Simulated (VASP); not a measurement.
A run of VASP 6.6.1 is set up as follows.

The input INCAR:

```
SYSTEM = CaO
  PREC = Accurate
  ENCUT = 520
  EDIFF = 1E-6
  ISMEAR = 0
  SIGMA = 0.05
  LREAL = .False.
  LASPH = .True.
  NELM = 60
  ALGO = Normal
  ISIF = 2
  LWAVE = .False.
  LCHARG = .False.
  GGA = CA
  NBANDS = 15
```

File KPOINTS:

```
regular mesh
0
Gamma
  8 8 8
  0 0 0
```

File POSCAR:

```
CaO
1.0
    0.0061225000      2.4490000000      2.4490000000
    2.4490000000      0.0061225000      2.4490000000
    2.4551225000      2.4551225000      0.0000000000
Ca O
1 1
Direct
    0.0000000000      0.0000000000      0.0000000000
    0.5000000000      0.5000000000      0.5000000000
```

Potentials or basis: VASP PAW LDA potentials, release 64 (Ca_sv, O).

Run with:

```console
$ cat potpaw_LDA.64/Ca_sv/POTCAR potpaw_LDA.64/O/POTCAR > POTCAR
$ mpirun -np 1 vasp_std > vasp.out
```

**Question.** Estimate the pressure.

**Answer.** -11.2 GPa.

**Question.** Predict the band gap on the k mesh.

**Answer.** 3.47 eV, indirect (least direct gap 3.85 eV).

Stress tensor (GPa, compression positive):
```
-11.19  -0.38   0.00
 -0.38 -11.19   0.00
  0.00   0.00 -11.19
```

Caveat: the cell differs from its parent crystal (strain +0.0050 x Voigt [0, 0, 0, 0, 0, 1]). A k mesh can miss the band edges.
